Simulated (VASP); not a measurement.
Write the native input for VASP 6.6.1 that does the following.

```yaml
Task: single point
Functional: r2SCAN
Potentials_or_basis: VASP PAW PBE potentials, release 64 (B)
Cutoff: 520 eV
k_mesh: 36 × 36 × 14
Occupations: gaussian, width 0.15 eV
Spin: no spin polarisation
Dipole_correction: no
Further_INCAR_settings: ALGO = Normal; EDIFF = 1e-06; NBANDS = 8
```

The system is B.

```
B
1.0
     1.60205    0.00000    0.00000
    -0.80103    1.38742    0.00000
     0.00000    0.00000    4.10528
B
1
Direct
  0.00000 0.00000 0.00000
```

This cell differs from its parent crystal: ratio of the length along z to the lengths across it x 1.2, volume and fractional coordinates fixed.

These files were run (other wordings do the same):

POSCAR

```
B
1.0
    1.6020513316      0.0000000000      0.0000000000
   -0.8010256658      1.3874171513      0.0000000000
    0.0000000000      0.0000000000      4.1052766585
B
1
Direct
    0.0000000000      0.0000000000      0.0000000000
```

INCAR.step1

```
SYSTEM = B
PREC = Accurate
ENCUT = 520
ISMEAR = 0
SIGMA = 0.15
LREAL = .FALSE.
LASPH = .TRUE.
NELM = 60
NBANDS = 8
GGA = PE
ALGO = Normal
EDIFF = 1E-4
LWAVE = .TRUE.
LCHARG = .FALSE.
```

INCAR.step2

```
SYSTEM = B
PREC = Accurate
ENCUT = 520
EDIFF = 1E-6
ISMEAR = 0
SIGMA = 0.15
LREAL = .FALSE.
LASPH = .TRUE.
NELM = 60
ALGO = Normal
ISIF = 2
LWAVE = .FALSE.
LCHARG = .FALSE.
METAGGA = R2SCAN
LMIXTAU = .TRUE.
NBANDS = 8
ISTART = 1
```

KPOINTS

```
Automatic mesh
0
G
  36 36 14
  0 0 0
```

Potentials or basis: VASP PAW PBE potentials, release 64 (B).

The run is started by

```console
$ cat potpaw_PBE.64/B/POTCAR > POTCAR
$ cp INCAR.step1 INCAR
$ mpirun -np 1 vasp_std > vasp.out
$ cp INCAR.step2 INCAR
$ mpirun -np 1 vasp_std > vasp.out
```

Results of the run:

```yaml
Pressure: 40.6 GPa
```

Caveat: the PAW data sets were made with another functional, which shifts forces and pressure a little.

Run time: 2.2 min on 1 thread of Intel Xeon 6975P-C, on a shared host, peak memory 0.16 GiB.
